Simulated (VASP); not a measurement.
# BP (I-4m2) in VASP: single point with r2SCAN

Aim: the single point of BP with r2SCAN.

Everything below comes from runs of VASP 6.6.1. Logs are shortened: lines on timing, memory, paths and dates and some standing lists are left out, and cuts for length are marked.

### Step 1. The cell of the first run

Symmetry: I-4m2, No. 119, tetragonal system. Conventional cell: a = 3.157 Å, b = 3.157 Å, c = 4.688 Å, α = 90.00°, β = 90.00°, γ = 90.00°. B (site symmetry -4m2) has 4 P at 1.97 Å within 2.6 Å. P (site symmetry -4m2) has 4 B at 1.97 Å within 2.6 Å.

### Step 2. Single point, r2SCAN

Input file POSCAR:

```
BP
1.0
    0.0000000000      2.2323968251      2.3440166664
    2.2323968251      0.0000000000      2.3440166664
    2.2323968251      2.2323968251      0.0000000000
B P
1 1
Direct
    0.0000000000      0.0000000000      0.0000000000
    0.7500000000      0.7500000000      0.7500000000
```

Input file INCAR.step1:

```
SYSTEM = BP
PREC = Accurate
ENCUT = 520
ISMEAR = 0
SIGMA = 0.05
LREAL = .False.
LASPH = .True.
NELM = 60
NBANDS = 11
GGA = PE
ALGO = Normal
EDIFF = 1E-4
LWAVE = .True.
LCHARG = .False.
```

Input file INCAR.step2:

```
SYSTEM = BP
PREC = Accurate
ENCUT = 520
EDIFF = 1E-6
ISMEAR = 0
SIGMA = 0.05
LREAL = .False.
LASPH = .True.
NELM = 60
ALGO = Normal
ISIF = 2
LWAVE = .False.
LCHARG = .False.
METAGGA = R2SCAN
LMIXTAU = .True.
NBANDS = 11
ISTART = 1
```

Input file KPOINTS:

```
regular mesh
0
Gamma
  12 12 12
  0 0 0
```

Potentials or basis: VASP PAW PBE potentials, release 64 (B, P).

Started as:

```bash
> cat potpaw_PBE.64/B/POTCAR potpaw_PBE.64/P/POTCAR > POTCAR
> cp INCAR.step1 INCAR
> mpirun -np 1 vasp_std > vasp.out
> cp INCAR.step2 INCAR
> mpirun -np 1 vasp_std > vasp.out
```

OUTCAR:

```text
SYSTEM = BP
   PREC = Accurate
   ENCUT = 520
   EDIFF = 1E-6
   ISMEAR = 0
   LREAL = .False.
   LASPH = .True.
   NELM = 60
   ISIF = 2
   METAGGA = R2SCAN
   ISTART = 1

 ion  position               nearest neighbor table
   1  0.000  0.000  0.000-   2 1.97   2 1.97   2 1.97   2 1.97
   2  0.750  0.750  0.750-   1 1.97   1 1.97   1 1.97   1 1.97

  LATTYP: Found a body centered tetragonal cell.
 ALAT       =     3.1570858667
 C/A-ratio  =     1.4849242405

  Lattice vectors:

 A1 = (  -2.2323968251,   0.0000000000,   2.3440166664)
 A2 = (   2.2323968251,   0.0000000000,   2.3440166664)
 A3 = (   0.0000000000,   2.2323968251,  -2.3440166664)

Analysis of symmetry for initial positions (statically):
=====================================================================
 Subroutine PRICEL returns:
 Original cell was already a primitive cell.

 Routine SETGRP: Setting up the symmetry group for a
 body centered tetragonal supercell.

 Subroutine GETGRP returns: Found  8 space group operations
 (whereof  8 operations were pure point group operations)
 out of a pool of 16 trial point group operations.

The static configuration has the point symmetry D_2d.

Analysis of symmetry for dynamics (positions and initial velocities):
=====================================================================
 Subroutine PRICEL returns:
 Original cell was already a primitive cell.

 Routine SETGRP: Setting up the symmetry group for a
 body centered tetragonal supercell.

 Subroutine GETGRP returns: Found  8 space group operations
 (whereof  8 operations were pure point group operations)
 out of a pool of 16 trial point group operations.

The dynamic configuration has the point symmetry D_2d.

 Subroutine INISYM returns: Found  8 space group operations
 (whereof  8 operations are pure point group operations),
 and found     1 'primitive' translations

----------------------------------------------------------------------------------------

                                     Primitive cell

  volume of cell :      23.3633

  direct lattice vectors                    reciprocal lattice vectors
     0.000000000  2.232396825  2.344016666    -0.223974517  0.223974517  0.213309064
     2.232396825  0.000000000  2.344016666     0.223974517 -0.223974517  0.213309064
     2.232396825  2.232396825  0.000000000     0.223974517  0.223974517 -0.213309064

  length of vectors
     3.236975396  3.236975396  3.157085867     0.381876845  0.381876845  0.381876845

  position of ions in fractional coordinates (direct lattice)
     0.000000000  0.000000000  0.000000000
     0.750000000  0.750000000  0.750000000

  ion indices of the primitive-cell ions
   primitive index   ion index
                 1           1
                 2           2

----------------------------------------------------------------------------------------

 KPOINTS: regular mesh

Automatic generation of k-mesh.
 Grid dimensions read from file:
 generate k-points for:   12   12   12

 Generating k-lattice:

  Cartesian coordinates                     Fractional coordinates (reciprocal lattice)
    -0.018664543  0.018664543  0.017775755     0.083333333  0.000000000  0.000000000
     0.018664543 -0.018664543  0.017775755     0.000000000  0.083333333  0.000000000
     0.018664543  0.018664543 -0.017775755     0.000000000  0.000000000  0.083333333

  Length of vectors
     0.031823070  0.031823070  0.031823070

  Shift w.r.t. Gamma in fractional coordinates (k-lattice)
     0.000000000  0.000000000  0.000000000

 Subroutine IBZKPT returns following result:
 ===========================================

 Found    163 irreducible k-points:

 Following reciprocal coordinates:
            Coordinates               Weight
  0.000000  0.000000  0.000000      1.000000
  0.083333 -0.000000  0.000000      8.000000
  0.166667  0.000000  0.000000      8.000000
  0.250000  0.000000  0.000000      8.000000
  0.333333  0.000000  0.000000      8.000000
  0.416667 -0.000000  0.000000      8.000000
[... 16 lines left out ...]
  0.500000  0.166667  0.000000      8.000000
 -0.416667  0.166667  0.000000      8.000000
 [... further k-points ...]
   k-points           NKPTS =    163   k-points in BZ     NKDIM =    163   number of bands    NBANDS=     11
   number of dos      NEDOS =    301   number of ions     NIONS =      2
   total plane-waves  NPLWV =  13824
   dimension x,y,z NGX =    24 NGY =   24 NGZ =   24
   dimension x,y,z NGXF=    48 NGYF=   48 NGZF=   48
   ions per type =               1   1
   NGX,Y,Z   is equivalent  to a cutoff of  12.33, 12.33, 12.64 a.u.
   NGXF,Y,Z  is equivalent  to a cutoff of  24.65, 24.65, 25.28 a.u.
 SYSTEM =  BP
   PREC   = accura    normal or accurate (medium, high low for compatibility)
   ISTART =      1    job   : 0-new  1-cont  2-samecut
   ICHARG =      0    charge: 1-file 2-atom 10-const
   ISPIN  =      1    spin polarized calculation?
   LNONCOLLINEAR =      F non collinear calculations
   LSORBIT =      F    spin-orbit coupling
   LASPH  =      T    aspherical Exc in radial PAW
   ENCUT  =  520.0 eV  38.22 Ry    6.18 a.u.   6.02  6.02  5.87*2*pi/ulx,y,z
   NELM   =     60;   NELMIN=  2; NELMDL=  0     # of ELM steps
   EDIFF  = 0.1E-05   stopping-criterion for ELM
   LREAL  =      F    real-space projection
   EDIFFG = 0.1E-04   stopping-criterion for IOM
   NSW    =      0    number of steps for IOM
   IBRION =     -1    ionic relax: 0-MD 1-quasi-New 2-CG
   NFREE  =      0    steps in history (QN), initial steepest desc. (CG)
   ISIF   =      2    stress and relaxation
   ISYM   =      2    0-nonsym 1-usesym 2-fastsym
   POTIM  = 0.5000    time-step for ionic-motion
   TEBEG  =    0.0;   TEEND  =   0.0 temperature during run
   PSTRESS=    0.0 pullay stress
   NELECT =       8.0000    total number of electrons
   NUPDOWN=      -1.0000    fix difference up-down
   EMIN   =  10.00;   EMAX   =-10.00  energy-range for DOS
   EFERMI =   0.00;   METHOD = LEGACY
   ISMEAR =     0;   SIGMA  =   0.05  broadening in eV -4-tet -1-fermi 0-gaus
   EFERMI_NEDOS =   21; number of points for ismear=-14 and -15
   IALGO  =     38    algorithm
   IMIX   =      4    mixing-type and parameters
     AMIX     =   0.40;   BMIX     =  1.00
     AMIX_MAG =   1.60;   BMIX_MAG =  1.00
  volume/ion in A,a.u.               =      11.68        78.83
  Fermi-wavevector in a.u.,A,eV,Ry     =   1.145320  2.164342 17.847562  1.311759
  Thomas-Fermi vector in A             =   2.282009
   LORBIT       =      0    0 simple, 1 ext, 2 COOP (PROOUT), +10 PAW based schemes
   METAGGA = R2SCAN    functional components
   LHFCALC =     F    Hartree Fock is set to
   AEXX    =    0.0000 exact exchange contribution
   IVDW    =     0    specifies the selected vdW correction
   LEPSILON=     F    determine dielectric tensor
   LRPA    =     F    only Hartree local field effects (RPA)
 non-spin polarized calculation
 Gauss-broadening in eV      SIGMA  =   0.05
  energy-cutoff  :      520.00
  volume of cell :       23.36
 maximum number of plane-waves:       652
   NGX = 13   NGY = 13   NGZ = 11

 number of electron       8.0000001 magnetization

 Free energy of the ion-electron system (eV)
  ---------------------------------------------------
  ext. energy  EPLUGINS =         0.00000000
  ---------------------------------------------------
  free energy    TOTEN  =       -17.27663208 eV

  energy without entropy =      -17.27663208  energy(sigma->0) =      -17.27663208

 E-fermi :   7.7947     XC(G=0): -11.5030

 val. band max:        7.5740922076   @ k =   0.0000   0.0000   0.0000
 cond. band min:       8.6289007140   @ k =   0.4167   0.0000   0.4167
 fundamental gap:      1.0548085064
 Fermi energy:         7.7946579118

 k-point     1 :       0.0000    0.0000    0.0000
  band No.  band energies     occupation
      1      -8.8673      2.00000
      2       7.0350      2.00000
      3       7.5741      2.00000
      4       7.5741      2.00000
      5      10.9493      0.00000
      6      10.9493      0.00000
      7      11.2425      0.00000
      8      15.3512      0.00000
      9      19.3098      0.00000
     10      19.8193      0.00000
     11      20.7225      0.00000

 k-point     2 :       0.0833   -0.0000    0.0000
  band No.  band energies     occupation
      1      -8.7355      2.00000
      2       6.3176      2.00000
      3       7.0438      2.00000
      4       7.3607      2.00000
      5      11.2381      0.00000
      6      11.2709      0.00000
      7      11.6430      0.00000
      8      15.7316      0.00000
      9      18.8877      0.00000
     10      20.1218      0.00000
     11      20.2347      0.00000

 k-point     3 :       0.1667    0.0000    0.0000
  band No.  band energies     occupation
      1      -8.3435      2.00000
      2       4.4025      2.00000
      3       6.4763      2.00000
      4       6.9164      2.00000
      5      11.5414      0.00000
      6      11.9601      0.00000
      7      12.2378      0.00000
      8      16.7034      0.00000
      9      18.4290      0.00000
     10      19.2888      0.00000
     11      21.1092      0.00000

 k-point     4 :       0.2500    0.0000    0.0000
  band No.  band energies     occupation
      1      -7.7040      2.00000
      2       2.2975      2.00000
      3       5.9466      2.00000
      4       6.4790      2.00000
      5      11.5249      0.00000
      6      12.5490      0.00000
      7      12.6191      0.00000
      8      17.7340      0.00000
      9      18.7348      0.00000
     10      19.0988      0.00000
     11      21.4250      0.00000

 k-point     5 :       0.3333    0.0000    0.0000
  band No.  band energies     occupation
      1      -6.8524      2.00000
      2       0.3169      2.00000
      3       5.5324      2.00000
      4       6.1449      2.00000
      5      11.3713      0.00000
      6      12.6697      0.00000
      7      12.7605      0.00000
      8      18.3161      0.00000
      9      19.8632      0.00000
     10      19.9042      0.00000
     11      21.8685      0.00000
[... 211 lines left out ...]
 k-point    21 :       0.3333    0.1667    0.0000
  band No.  band energies     occupation
      1      -7.0674      2.00000
      2       1.8172      2.00000
      3       4.4690      2.00000
      4       5.0180      2.00000
      5      10.9536      0.00000
      6      14.1338      0.00000
      7      14.4237      0.00000
      8      14.8995      0.00000
      9      20.4219      0.00000
     10      21.7721      0.00000
     11      23.0788      0.00000

 k-point    22 :       0.4167    0.1667    0.0000
  band No.  band energies     occupation
      1      -6.1848      2.00000
      2       0.0708      2.00000
      3       3.7795      2.00000
      4       4.9174      2.00000
      5      11.1587      0.00000
      6      14.0328      0.00000
      7      14.8286      0.00000
      8      15.7069      0.00000
      9      21.0215      0.00000
     10      22.6882      0.00000
     11      23.5110      0.00000

 k-point    23 :       0.5000    0.1667    0.0000
  band No.  band energies     occupation
      1      -5.2843      2.00000
      2      -1.3353      2.00000
      3       3.2548      2.00000
      4       5.0200      2.00000
      5      11.3394      0.00000
      6      13.8885      0.00000
      7      14.4858      0.00000
      8      17.5150      0.00000
      9      20.6806      0.00000
     10      22.7113      0.00000
     11      24.2472      0.00000

 k-point    24 :      -0.4167    0.1667    0.0000
  band No.  band energies     occupation
      1      -5.0126      2.00000
      2      -1.6914      2.00000
      3       2.9368      2.00000
      4       5.3111      2.00000
      5      11.6579      0.00000
      6      13.7946      0.00000
      7      14.0985      0.00000
      8      18.7433      0.00000
      9      20.3711      0.00000
     10      20.8159      0.00000
     11      24.1825      0.00000

 [... further k-points ...]

------------------------ aborting loop because EDIFF is reached ----------------------------------------

  FORCE on cell =-STRESS in cart. coord.  units (eV):
  Direction    XX          YY          ZZ          XY          YZ          ZX
  --------------------------------------------------------------------------------------
  -------------------------------------------------------------------------------------
  Total        0.6289861      0.6289861     -1.5605950      0.0000000     -0.0000000      0.0000000
  in kB       43.1338431     43.1338431   -107.0205799      0.0000000     -0.0000000      0.0000000
  external PRESSURE =      -6.9176312 kB  Pullay stress =       0.0000000 kB

 VOLUME and BASIS-vectors are now :
 -----------------------------------------------------------------------------
  energy-cutoff  :      520.00
  volume of cell :       23.36
      direct lattice vectors                 reciprocal lattice vectors
     0.000000000  2.232396825  2.344016666    -0.223974517  0.223974517  0.213309064
     2.232396825  0.000000000  2.344016666     0.223974517 -0.223974517  0.213309064
     2.232396825  2.232396825  0.000000000     0.223974517  0.223974517 -0.213309064

 POSITION                                       TOTAL-FORCE (eV/Angst)
 -----------------------------------------------------------------------------------
      0.00000      0.00000      0.00000         0.000000      0.000000      0.000000
      3.34860      3.34860      3.51602        -0.000000     -0.000000     -0.000000
 -----------------------------------------------------------------------------------
    total drift:                               -0.000000     -0.000000     -0.000000

  FREE ENERGIE OF THE ION-ELECTRON SYSTEM (eV)
  ---------------------------------------------------
  free  energy   TOTEN  =       -17.2766320825 eV

  energy  without entropy=      -17.2766320825  energy(sigma->0) =      -17.27663208
```

It took 46 s on 1 thread of Intel Xeon 6975P-C (Granite Rapids), shared host; peak memory 0.16 GiB.

What came out:

```yaml
Free_energy: -17.2766 eV
Pressure: -0.7 GPa
Band_gap_on_the_k_mesh: 1.05 eV (least direct gap 3.38 eV)
```

Levels at points of the mesh, in eV from the valence-band top:
```csv
k point,band 1,band 2,band 3,band 4,band 5,band 6,band 7,band 8
"(0.00, 0.00, 0.00)",-16.44,-0.54,0.00,0.00,3.38,3.38,3.67,7.78
"(0.50, 0.00, 0.00)",-12.94,-9.68,-2.39,-1.70,3.60,4.97,5.10,10.77
"(0.50, 0.50, 0.00)",-11.61,-9.60,-4.16,-4.16,1.74,2.22,12.88,12.88
"(0.50, 0.00, 0.50)",-11.11,-9.15,-4.74,-4.64,1.18,1.50,12.23,13.32
```

Caveat: the stress differs along the axes, from -11 to 4 GPa; the PAW data sets were made with another functional, which shifts forces and pressure a little. A k mesh can miss the band edges.
